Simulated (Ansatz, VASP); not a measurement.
ZrS in VASP and in Ansatz

```
Zr S
1.0
     0.21709    2.74144    2.74144
     2.74144    0.21709    2.74144
     2.74144    2.74144    0.21709
Zr S
1 1
Cartesian
  0.0000 0.0000 0.0000
  2.8500 2.8500 2.8500
```

Alike in both runs: task single point; functional PBEsol; k mesh 16 × 16 × 16; occupations gaussian, width 0.15 eV; no spin polarisation.

|  | VASP | Ansatz |
| --- | --- | --- |
| version | VASP 6.6.1 | Ansatz 0.2.0 |
| potentials or method | VASP PAW PBE potentials, release 64 (Zr_sv, S), cutoff 520 eV | scalar-relativistic, plane waves, PAW |
| valence electrons in the cell | 18 | 18 |

```csv
,VASP,Ansatz,Ansatz less VASP
gap on the k mesh at the Fermi level (eV),none,none,-
pressure (GPa),-6.5,-6.6,-0.14
"traceless stress, the component that is largest in VASP (GPa)",-1.58,-1.62,-0.039
```

VASP's potentials were made for PBE, not for PBEsol, and Ansatz warns of the same on its side. A gap of «none» marks a metal or a gap that the smearing closes. The functional is the same, so the differences come from potentials, cutoffs and numerics.
